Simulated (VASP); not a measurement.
# Hf (Fm-3m) in VASP: a series of runs, part 3 of 3

VASP 6.6.1.

## Step 6: Electric field gradients, PBE (22.32 Å³/atom)

This run uses another cell than the first one, of 22.32 Å³/atom.

INCAR

```
ALGO = Normal
EDIFF = 1E-8
ENCUT = 520
GGA = PE
ISIF = 2
ISMEAR = -1
LASPH = T
LCHARG = F
LEFG = T
LREAL = F
LWAVE = F
NBANDS = 11
NELM = 60
PREC = Accurate
SIGMA = 0.03
```

KPOINTS

```
k-points
0
Gamma
  16 16 16
```

POSCAR

```
Hf
1.0
    0.0000000000      2.2347024152      2.2347024152
    2.2347024152      0.0000000000      2.2347024152
    2.2347024152      2.2347024152      0.0000000000
Hf
1
Direct
    0.0000000000      0.0000000000      0.0000000000
```

Potentials or basis: VASP PAW PBE potentials, release 64 (Hf_pv).

On the command line:

```sh
cat potpaw_PBE.64/Hf_pv/POTCAR > POTCAR
mpirun -np 1 vasp_std > vasp.out
```

OUTCAR:

```text
EDIFF = 1E-8
   ENCUT = 520
   GGA = PE
   ISIF = 2
   ISMEAR = -1
   LASPH = T
   LREAL = F
   NELM = 60
   PREC = Accurate

 ion  position               nearest neighbor table
   1  0.000  0.000  0.000-

  LATTYP: Found a face centered cubic cell.
 ALAT       =     4.4694048304

  Lattice vectors:

 A1 = (   0.0000000000,   2.2347024152,   2.2347024152)
 A2 = (   2.2347024152,   0.0000000000,   2.2347024152)
 A3 = (   2.2347024152,   2.2347024152,   0.0000000000)

Analysis of symmetry for initial positions (statically):
=====================================================================
 Subroutine PRICEL returns:
 Original cell was already a primitive cell.

 Routine SETGRP: Setting up the symmetry group for a
 face centered cubic supercell.

 Subroutine GETGRP returns: Found 48 space group operations
 (whereof 48 operations were pure point group operations)
 out of a pool of 48 trial point group operations.

The static configuration has the point symmetry O_h .

Analysis of symmetry for dynamics (positions and initial velocities):
=====================================================================
 Subroutine PRICEL returns:
 Original cell was already a primitive cell.

 Routine SETGRP: Setting up the symmetry group for a
 face centered cubic supercell.

 Subroutine GETGRP returns: Found 48 space group operations
 (whereof 48 operations were pure point group operations)
 out of a pool of 48 trial point group operations.

The dynamic configuration has the point symmetry O_h .

 Subroutine INISYM returns: Found 48 space group operations
 (whereof 48 operations are pure point group operations),
 and found     1 'primitive' translations

----------------------------------------------------------------------------------------

                                     Primitive cell

  volume of cell :      22.3197

  direct lattice vectors                    reciprocal lattice vectors
     0.000000000  2.234702415  2.234702415    -0.223743437  0.223743437  0.223743437
     2.234702415  0.000000000  2.234702415     0.223743437 -0.223743437  0.223743437
     2.234702415  2.234702415  0.000000000     0.223743437  0.223743437 -0.223743437

  length of vectors
     3.160346463  3.160346463  3.160346463     0.387535001  0.387535001  0.387535001

  position of ions in fractional coordinates (direct lattice)
     0.000000000  0.000000000  0.000000000

  ion indices of the primitive-cell ions
   primitive index   ion index
                 1           1

----------------------------------------------------------------------------------------

 KPOINTS: k-points

Automatic generation of k-mesh.
 Grid dimensions read from file:
 generate k-points for:   16   16   16

 Generating k-lattice:

  Cartesian coordinates                     Fractional coordinates (reciprocal lattice)
    -0.013983965  0.013983965  0.013983965     0.062500000  0.000000000  0.000000000
[... 71 lines left out ...]
   NUPDOWN=      -1.0000    fix difference up-down
   EMIN   =  10.00;   EMAX   =-10.00  energy-range for DOS
   EFERMI =   0.00;   METHOD = LEGACY
   ISMEAR =    -1;   SIGMA  =   0.03  broadening in eV -4-tet -1-fermi 0-gaus
   EFERMI_NEDOS =   21; number of points for ismear=-14 and -15
   IALGO  =     38    algorithm
   IMIX   =      4    mixing-type and parameters
     AMIX     =   0.40;   BMIX     =  1.00
     AMIX_MAG =   1.60;   BMIX_MAG =  1.00
  volume/ion in A,a.u.               =      22.32       150.62
  Fermi-wavevector in a.u.,A,eV,Ry     =   1.252694  2.367249 21.350851  1.569243
  Thomas-Fermi vector in A             =   2.386583
   LORBIT       =      0    0 simple, 1 ext, 2 COOP (PROOUT), +10 PAW based schemes
   GGA     = PE    functional components
   LHFCALC =     F    Hartree Fock is set to
   AEXX    =    0.0000 exact exchange contribution
   IVDW    =     0    specifies the selected vdW correction
   LEPSILON=     F    determine dielectric tensor
   LRPA    =     F    only Hartree local field effects (RPA)
 non-spin polarized calculation
  energy-cutoff  :      520.00
  volume of cell :       22.32
 maximum number of plane-waves:       620
   NGX = 11   NGY = 11   NGZ = 11

 number of electron      10.0000000 magnetization

 number of electron       9.9999999 magnetization

 Free energy of the ion-electron system (eV)
  ---------------------------------------------------
  ext. energy  EPLUGINS =         0.00000000
  ---------------------------------------------------
  free energy    TOTEN  =        -9.85273011 eV

  energy without entropy =       -9.84676136  energy(sigma->0) =       -9.84974574

 E-fermi :   4.7503     XC(G=0): -11.2962

 val. band max:        4.7453310277   @ k =  -0.3125   0.3125   0.0625
 cond. band min:       4.7513638869   @ k =  -0.1875   0.1250   0.0000
 fundamental gap:      0.0060328591
 Fermi energy:         4.7502670508

 k-point     1 :       0.0000    0.0000    0.0000
  band No.  band energies     occupation
      1     -25.2487      2.00000
      2     -25.2487      2.00000
      3     -25.2487      2.00000
      4      -2.4617      2.00000
      5       6.1616      0.00000
      6       6.1616      0.00000
      7       6.1616      0.00000
      8       8.9605      0.00000
      9       8.9605      0.00000
     10      16.0787      0.00000
     11      17.8331      0.00000
[... 309 lines left out ...]
 k-point    24 :      -0.0625    0.0625    0.0000
  band No.  band energies     occupation
      1     -25.3284      2.00000
      2     -25.2718      2.00000
      3     -25.2543      2.00000
      4      -2.1002      2.00000
      5       5.7966      0.00000
      6       6.3292      0.00000
      7       6.3434      0.00000
      8       8.6167      0.00000
      9       8.9487      0.00000
     10      16.8697      0.00000
     11      17.8314      0.00000

 [... further k-points ...]

------------------------ aborting loop because EDIFF is reached ----------------------------------------

  FORCE on cell =-STRESS in cart. coord.  units (eV):
  Direction    XX          YY          ZZ          XY          YZ          ZX
  --------------------------------------------------------------------------------------
  -------------------------------------------------------------------------------------
  Total        0.0827186      0.0827186      0.0827186      0.0000000      0.0000000     -0.0000000
  in kB        5.9377909      5.9377909      5.9377909      0.0000000      0.0000000     -0.0000000
  external PRESSURE =       5.9377909 kB  Pullay stress =       0.0000000 kB

 VOLUME and BASIS-vectors are now :
 -----------------------------------------------------------------------------
  energy-cutoff  :      520.00
  volume of cell :       22.32
      direct lattice vectors                 reciprocal lattice vectors
     0.000000000  2.234702415  2.234702415    -0.223743437  0.223743437  0.223743437
     2.234702415  0.000000000  2.234702415     0.223743437 -0.223743437  0.223743437
     2.234702415  2.234702415  0.000000000     0.223743437  0.223743437 -0.223743437

 POSITION                                       TOTAL-FORCE (eV/Angst)
 -----------------------------------------------------------------------------------
      0.00000      0.00000      0.00000         0.000000      0.000000      0.000000
 -----------------------------------------------------------------------------------
    total drift:                                0.000000     -0.000000      0.000000

  FREE ENERGIE OF THE ION-ELECTRON SYSTEM (eV)
  ---------------------------------------------------
  free  energy   TOTEN  =        -9.8527301087 eV

  energy  without entropy=       -9.8467613628  energy(sigma->0) =       -9.84974574

 Electric field gradients (V/A^2)
---------------------------------------------------------------------
 ion       V_xx      V_yy      V_zz      V_xy      V_xz      V_yz
---------------------------------------------------------------------
   1       0.000    -0.000     0.000    -0.000    -0.000    -0.000
---------------------------------------------------------------------

 Electric field gradients after diagonalization (V/A^2)
 (convention: |V_zz| > |V_xx| > |V_yy|)
----------------------------------------------------------------------
 ion       V_xx      V_yy      V_zz     asymmetry (V_yy - V_xx)/ V_zz
----------------------------------------------------------------------
   1       0.000     0.000    -0.001       0.000
----------------------------------------------------------------------

           NMR quadrupolar parameters

 Cq : quadrupolar parameter    Cq=e*Q*V_zz/h
 eta: asymmetry parameters     (V_yy - V_xx)/ V_zz
 Q  : nuclear electric quadrupole moment in mb (millibarn)
----------------------------------------------------------------------
 ion       Cq(MHz)       eta       Q (mb)
----------------------------------------------------------------------
   1      -0.000       0.000       1.000
----------------------------------------------------------------------
```

stdout:

```text
POSCAR found type information on POSCAR Hf
 POSCAR found :  1 types and       1 ions
 scaLAPACK will be used
 LDA part: xc-table for (Slater+PW92), standard interpolation
 POSCAR, INCAR and KPOINTS ok, starting setup
 FFT: planning ... GRIDC
 FFT: planning ... GRID_SOFT
 FFT: planning ... GRID
 WAVECAR not read
 entering main loop
ion   1
```

Wall time 28 s (1 thread of Intel Xeon 8259CL, shared host); peak memory 0.16 GiB.

Results:

```
Free energy                             : -9.8527 eV
Pressure                                : 0.6 GPa
Band gap on the k mesh                  : zero (bands 5 and 6 overlap by 1.80 eV)
Largest electric field gradient by atom : zero within the noise of the run
```

Caveat: spin-orbit coupling is left out, which moves the levels of the heavy elements.

## Step 7: Overview

| level | cell | cutoff (eV) | gap on the mesh (eV) | pressure (GPa) |
| --- | --- | --- | --- | --- |
| r2SCAN | a = 3.097 Å, angles 60.0°, 1 atom | 440 | none | 7.0 |
| r2SCAN | a = 3.140 Å, angles 60.0°, 1 atom | 440 | none | 2.3 |
| PBE | a = 3.097 Å, angles 60.0°, 1 atom | 520 | none | 7.6 |
| PBE | a = 3.140 Å, angles 60.0°, 1 atom | 520 | none | 2.7 |
| PBE | a = 3.160 Å, angles 60.0°, 1 atom | 520 | none | 0.6 |

Alike in all rows: task electric field gradients; potentials or basis VASP PAW PBE potentials, release 64 (Hf_pv); no spin polarisation; k mesh 16 × 16 × 16; smearing fermi-dirac 0.03 eV.

Caveats: spin-orbit coupling is left out, which moves the levels of the heavy elements; the cell stands under pressure (at least some runs); the PAW data sets were made with another functional, which shifts forces and pressure a little (at least some runs).

Absolute energies hang on the potentials; compare differences alone.
